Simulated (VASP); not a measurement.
# B5As2 (P6_3/mmc) in VASP: single point with PBE

Aim: the single point of B5As2 with PBE.

All numbers are computed with VASP 6.6.1; they aren't measurements. Logs are shortened: lines on timing, memory, paths and dates and some standing lists are left out, and cuts for length are marked.

## (1) The cell of the first run

The structure is hexagonal, space group P6_3/mmc (No. 194). Conventional cell: a = 2.991 Å, b = 2.991 Å, c = 21.780 Å, α = 90.00°, β = 90.00°, γ = 120.00°. B (site symmetry -3m) has 6 B at 1.73 Å within 2.3 Å. Within 2.3 Å of B (site symmetry 3m) lie 6 B at 1.73 Å. Within 2.3 Å of B (site symmetry -6m2) lie 3 B at 1.73 Å. B (site symmetry -6m2) has 3 B at 1.73 Å within 2.3 Å. Within 3.6 Å of As (site symmetry 3m) lie 7 B at 2.56 to 3.52 Å and 6 As at 2.99 Å.

## (2) Single point, PBE

INCAR reads:

```
SYSTEM = B5As2
ALGO = Normal
EDIFF = 1E-6
ENCUT = 500
GGA = PE
GGA_COMPAT = .False.
ISIF = 2
ISMEAR = 0
LASPH = .True.
LCHARG = .False.
LREAL = .False.
LWAVE = .False.
NBANDS = 38
NELM = 120
PREC = Accurate
SIGMA = 0.2
```

KPOINTS reads:

```
k-points
0
Gamma
  6 6 1
  0 0 0
```

POSCAR reads:

```
B5As2
1.0
    2.9905718630      0.0000000000      0.0000000000
   -1.4952859315      2.5899112052      0.0000000000
    0.0000000000      0.0000000000     21.7797377390
B As
10 4
Direct
    0.0000000000      0.0000000000      0.5000000000
    0.6666666667      0.3333333333      0.5017537851
    0.3333333333      0.6666666667      0.4982462149
    0.0000000000      0.0000000000      0.7500000000
    0.3333333333      0.6666666667      0.7500000000
    0.0000000000      0.0000000000      0.0000000000
    0.3333333333      0.6666666667      1.0017537851
    0.6666666667      0.3333333333     -0.0017537851
    0.0000000000      0.0000000000      0.2500000000
    0.6666666667      0.3333333333      0.2500000000
    0.3333333333      0.6666666667      0.3367086697
    0.3333333333      0.6666666667      0.1632913303
    0.6666666667      0.3333333333      0.8367086697
    0.6666666667      0.3333333333      0.6632913303
```

Potentials or basis: VASP PAW PBE potentials, release 64 (B, As).

Launch:

```bash
> cat potpaw_PBE.64/B/POTCAR potpaw_PBE.64/As/POTCAR > POTCAR
> mpirun -np 1 vasp_std > vasp.out
```

OUTCAR:

```text
SYSTEM = B5As2
   EDIFF = 1E-6
   ENCUT = 500
   GGA = PE
   ISIF = 2
   ISMEAR = 0
   LASPH = .True.
   LREAL = .False.
   NELM = 120
   PREC = Accurate

 ion  position               nearest neighbor table
   1  0.000  0.000  0.500-   2 1.73   3 1.73   3 1.73   2 1.73   2 1.73   3 1.73
   2  0.667  0.333  0.502-   1 1.73   1 1.73   1 1.73   3 1.73   3 1.73   3 1.73
   3  0.333  0.667  0.498-   1 1.73   1 1.73   1 1.73   2 1.73   2 1.73   2 1.73
   4  0.000  0.000  0.750-   5 1.73   5 1.73   5 1.73
   5  0.333  0.667  0.750-   4 1.73   4 1.73   4 1.73
   6  0.000  0.000  0.000-   7 1.73   8 1.73   7 1.73   8 1.73   8 1.73   7 1.73
   7  0.333  0.667  0.002-   6 1.73   6 1.73   6 1.73   8 1.73   8 1.73   8 1.73
   8  0.667  0.333  0.998-   6 1.73   6 1.73   6 1.73   7 1.73   7 1.73   7 1.73
   9  0.000  0.000  0.250-  10 1.73  10 1.73  10 1.73
  10  0.667  0.333  0.250-   9 1.73   9 1.73   9 1.73
  11  0.333  0.667  0.337-
  12  0.333  0.667  0.163-
  13  0.667  0.333  0.837-
  14  0.667  0.333  0.663-

  LATTYP: Found a hexagonal cell.
 ALAT       =     2.9905718630
 C/A-ratio  =     7.2828003261

  Lattice vectors:

 A1 = (   2.9905718630,   0.0000000000,   0.0000000000)
 A2 = (  -1.4952859315,   2.5899112052,   0.0000000000)
 A3 = (   0.0000000000,   0.0000000000,  21.7797377390)

Analysis of symmetry for initial positions (statically):
=====================================================================
 Subroutine PRICEL returns:
 Original cell was already a primitive cell.

 Routine SETGRP: Setting up the symmetry group for a
 hexagonal supercell.

 Subroutine GETGRP returns: Found 24 space group operations
 (whereof 12 operations were pure point group operations)
 out of a pool of 24 trial point group operations.

The static configuration has the point symmetry D_3d.
 The point group associated with its full space group is D_6h.

Analysis of symmetry for dynamics (positions and initial velocities):
=====================================================================
 Subroutine PRICEL returns:
 Original cell was already a primitive cell.

 Routine SETGRP: Setting up the symmetry group for a
 hexagonal supercell.

 Subroutine GETGRP returns: Found 24 space group operations
 (whereof 12 operations were pure point group operations)
 out of a pool of 24 trial point group operations.

The dynamic configuration has the point symmetry D_3d.
 The point group associated with its full space group is D_6h.

 Subroutine INISYM returns: Found 24 space group operations
 (whereof 12 operations are pure point group operations),
 and found     1 'primitive' translations

----------------------------------------------------------------------------------------

                                     Primitive cell

  volume of cell :     168.6909

  direct lattice vectors                    reciprocal lattice vectors
     2.990571863  0.000000000  0.000000000     0.334384207  0.193056812  0.000000000
    -1.495285931  2.589911205  0.000000000     0.000000000  0.386113624  0.000000000
     0.000000000  0.000000000 21.779737739     0.000000000  0.000000000  0.045914235

  length of vectors
     2.990571863  2.990571863 21.779737739     0.386113624  0.386113624  0.045914235

  position of ions in fractional coordinates (direct lattice)
     0.000000000  0.000000000  0.500000000
     0.666666667  0.333333333  0.501753785
     0.333333333  0.666666667  0.498246215
     0.000000000  0.000000000  0.750000000
     0.333333333  0.666666667  0.750000000
     0.000000000  0.000000000  0.000000000
     0.333333333  0.666666667  0.001753785
     0.666666667  0.333333333  0.998246215
     0.000000000  0.000000000  0.250000000
     0.666666667  0.333333333  0.250000000
     0.333333333  0.666666667  0.336708670
     0.333333333  0.666666667  0.163291330
     0.666666667  0.333333333  0.836708670
     0.666666667  0.333333333  0.663291330

  ion indices of the primitive-cell ions
   primitive index   ion index
                 1           1
                 2           2
                 3           3
                 4           4
                 5           5
                 6           6
                 7           7
                 8           8
                 9           9
                10          10
                11          11
                12          12
                13          13
                14          14

----------------------------------------------------------------------------------------

 KPOINTS: k-points

Automatic generation of k-mesh.
 Grid dimensions read from file:
 generate k-points for:    6    6    1

 Generating k-lattice:

  Cartesian coordinates                     Fractional coordinates (reciprocal lattice)
     0.055730701  0.032176135  0.000000000     0.166666667 -0.000000000  0.000000000
     0.000000000  0.064352271  0.000000000     0.000000000  0.166666667  0.000000000
     0.000000000  0.000000000  0.045914235     0.000000000  0.000000000  1.000000000

  Length of vectors
     0.064352271  0.064352271  0.045914235

  Shift w.r.t. Gamma in fractional coordinates (k-lattice)
     0.000000000  0.000000000  0.000000000

 Subroutine IBZKPT returns following result:
 ===========================================

 Found      7 irreducible k-points:

 Following reciprocal coordinates:
            Coordinates               Weight
  0.000000  0.000000  0.000000      1.000000
  0.166667 -0.000000  0.000000      6.000000
  0.333333  0.000000  0.000000      6.000000
  0.500000 -0.000000  0.000000      3.000000
  0.166667  0.166667  0.000000      6.000000
  0.333333  0.166667  0.000000     12.000000
  0.333333  0.333333  0.000000      2.000000
   k-points           NKPTS =      7   k-points in BZ     NKDIM =      7   number of bands    NBANDS=     38
   number of dos      NEDOS =    301   number of ions     NIONS =     14
   total plane-waves  NPLWV =  92160
   dimension x,y,z NGX =    24 NGY =   24 NGZ =  160
   dimension x,y,z NGXF=    48 NGYF=   48 NGZF=  320
   ions per type =              10   4
   NGX,Y,Z   is equivalent  to a cutoff of  13.34, 13.34, 12.21 a.u.
   NGXF,Y,Z  is equivalent  to a cutoff of  26.68, 26.68, 24.43 a.u.
 SYSTEM =  B5As2
   PREC   = accura    normal or accurate (medium, high low for compatibility)
   ISTART =      0    job   : 0-new  1-cont  2-samecut
   ICHARG =      2    charge: 1-file 2-atom 10-const
   ISPIN  =      1    spin polarized calculation?
   LNONCOLLINEAR =      F non collinear calculations
   LSORBIT =      F    spin-orbit coupling
   LASPH  =      T    aspherical Exc in radial PAW
   ENCUT  =  500.0 eV  36.75 Ry    6.06 a.u.   5.45  5.45 39.71*2*pi/ulx,y,z
   NELM   =    120;   NELMIN=  2; NELMDL= -5     # of ELM steps
   EDIFF  = 0.1E-05   stopping-criterion for ELM
   LREAL  =      F    real-space projection
   EDIFFG = 0.1E-04   stopping-criterion for IOM
   NSW    =      0    number of steps for IOM
   IBRION =     -1    ionic relax: 0-MD 1-quasi-New 2-CG
   NFREE  =      0    steps in history (QN), initial steepest desc. (CG)
   ISIF   =      2    stress and relaxation
   ISYM   =      2    0-nonsym 1-usesym 2-fastsym
   POTIM  = 0.5000    time-step for ionic-motion
   TEBEG  =    0.0;   TEEND  =   0.0 temperature during run
   PSTRESS=    0.0 pullay stress
   NELECT =      50.0000    total number of electrons
   NUPDOWN=      -1.0000    fix difference up-down
   EMIN   =  10.00;   EMAX   =-10.00  energy-range for DOS
   EFERMI =   0.00;   METHOD = LEGACY
   ISMEAR =     0;   SIGMA  =   0.20  broadening in eV -4-tet -1-fermi 0-gaus
   EFERMI_NEDOS =   21; number of points for ismear=-14 and -15
   IALGO  =     38    algorithm
   IMIX   =      4    mixing-type and parameters
     AMIX     =   0.40;   BMIX     =  1.00
     AMIX_MAG =   1.60;   BMIX_MAG =  1.00
  volume/ion in A,a.u.               =      12.05        81.31
  Fermi-wavevector in a.u.,A,eV,Ry     =   1.091526  2.062686 16.210388  1.191430
  Thomas-Fermi vector in A             =   2.227773
   LORBIT       =      0    0 simple, 1 ext, 2 COOP (PROOUT), +10 PAW based schemes
   GGA     = PE    functional components
   LHFCALC =     F    Hartree Fock is set to
   AEXX    =    0.0000 exact exchange contribution
   IVDW    =     0    specifies the selected vdW correction
   LEPSILON=     F    determine dielectric tensor
   LRPA    =     F    only Hartree local field effects (RPA)
 non-spin polarized calculation
 Gauss-broadening in eV      SIGMA  =   0.20
  energy-cutoff  :      500.00
  volume of cell :      168.69
 maximum number of plane-waves:      4339
 NGX is ok and might be reduce to    24
   NGX = 11   NGY = 11   NGZ = 79

 number of electron      50.0000001 magnetization

 Free energy of the ion-electron system (eV)
  ---------------------------------------------------
  ext. energy  EPLUGINS =         0.00000000
  ---------------------------------------------------
  free energy    TOTEN  =       -75.80185222 eV

  energy without entropy =      -75.66014214  energy(sigma->0) =      -75.73099718

 E-fermi :   5.7891     XC(G=0): -10.3931

 val. band max:        5.5352714394   @ k =   0.1667  -0.0000   0.0000
 cond. band min:       5.7979020758   @ k =   0.1667   0.1667   0.0000
 fundamental gap:      0.2626306364
 Fermi energy:         5.7890794735

 k-point     1 :       0.0000    0.0000    0.0000
  band No.  band energies     occupation
      1     -10.9282      2.00000
      2     -10.9243      2.00000
      3     -10.1536      2.00000
      4     -10.1424      2.00000
      5      -8.4914      2.00000
      6      -8.4738      2.00000
[... 29 lines left out ...]
     36      10.2395      0.00000
     37      11.9600      0.00000
[... 208 lines left out ...]
      6      -6.1026      2.00000
[... 29 lines left out ...]
     36       8.7190      0.00000
     37       8.8815      0.00000
 [bands above 37 left out]

------------------------ aborting loop because EDIFF is reached ----------------------------------------

  FORCE on cell =-STRESS in cart. coord.  units (eV):
  Direction    XX          YY          ZZ          XY          YZ          ZX
  --------------------------------------------------------------------------------------
  -------------------------------------------------------------------------------------
  Total       -0.0915232     -0.0915232      0.5407377      0.0000000     -0.0000000      0.0000000
  in kB       -0.8692608     -0.8692608      5.1357688      0.0000000     -0.0000000      0.0000000
  external PRESSURE =       1.1324158 kB  Pullay stress =       0.0000000 kB

 VOLUME and BASIS-vectors are now :
 -----------------------------------------------------------------------------
  energy-cutoff  :      500.00
  volume of cell :      168.69
      direct lattice vectors                 reciprocal lattice vectors
     2.990571863  0.000000000  0.000000000     0.334384207  0.193056812  0.000000000
    -1.495285931  2.589911205  0.000000000     0.000000000  0.386113624  0.000000000
     0.000000000  0.000000000 21.779737739     0.000000000  0.000000000  0.045914235

 POSITION                                       TOTAL-FORCE (eV/Angst)
 -----------------------------------------------------------------------------------
      0.00000      0.00000     10.88987        -0.000000      0.000000      0.000000
      1.49529      0.86330     10.92807        -0.000000      0.000000     -0.004413
     -0.00000      1.72661     10.85167         0.000000     -0.000000      0.004413
      0.00000      0.00000     16.33480        -0.000000     -0.000000      0.000000
     -0.00000      1.72661     16.33480        -0.000000      0.000000      0.000000
      0.00000      0.00000      0.00000         0.000000      0.000000      0.000000
     -0.00000      1.72661      0.03820         0.000000     -0.000000     -0.004413
      1.49529      0.86330     21.74154        -0.000000      0.000000      0.004413
      0.00000      0.00000      5.44493         0.000000     -0.000000      0.000000
      1.49529      0.86330      5.44493         0.000000     -0.000000      0.000000
     -0.00000      1.72661      7.33343        -0.000000     -0.000000      0.033464
     -0.00000      1.72661      3.55644        -0.000000     -0.000000     -0.033464
      1.49529      0.86330     18.22330        -0.000000      0.000000      0.033464
      1.49529      0.86330     14.44631         0.000000      0.000000     -0.033464
 -----------------------------------------------------------------------------------
    total drift:                               -0.000000      0.000000     -0.000000

  FREE ENERGIE OF THE ION-ELECTRON SYSTEM (eV)
  ---------------------------------------------------
  free  energy   TOTEN  =       -75.8018522223 eV

  energy  without entropy=      -75.6601421390  energy(sigma->0) =      -75.73099718
```

Wall time 90 s (1 thread of Intel Xeon 8259CL, shared host); peak memory 0.29 GiB.

Results:

```yaml
Free_energy: -75.8019 eV
Pressure: 0.1 GPa
Largest_force: 0.033 eV/Å
Band_gap_on_the_k_mesh: zero (bands 25 and 26 overlap by 1.82 eV)
```

Forces on the atoms (eV/Å):
```
B    0.000  0.000  0.000
B    0.000  0.000 -0.004
B    0.000  0.000  0.004
B    0.000  0.000  0.000
B    0.000  0.000  0.000
B    0.000  0.000  0.000
B    0.000  0.000 -0.004
B    0.000  0.000  0.004
B    0.000  0.000  0.000
B    0.000  0.000  0.000
As   0.000  0.000  0.033
As   0.000  0.000 -0.033
As   0.000  0.000  0.033
As   0.000  0.000 -0.033
```

Stress tensor (GPa, compression positive):
```
-0.09  0.00  0.00
 0.00 -0.09  0.00
 0.00  0.00  0.51
```

Caveat: the k points lie up to 0.40 Å⁻¹ apart, too coarse for converged energies and pressures of a metal; this functional lacks dispersion, which binds the layers, so the pressure and a relaxed spacing across them are unreliable.
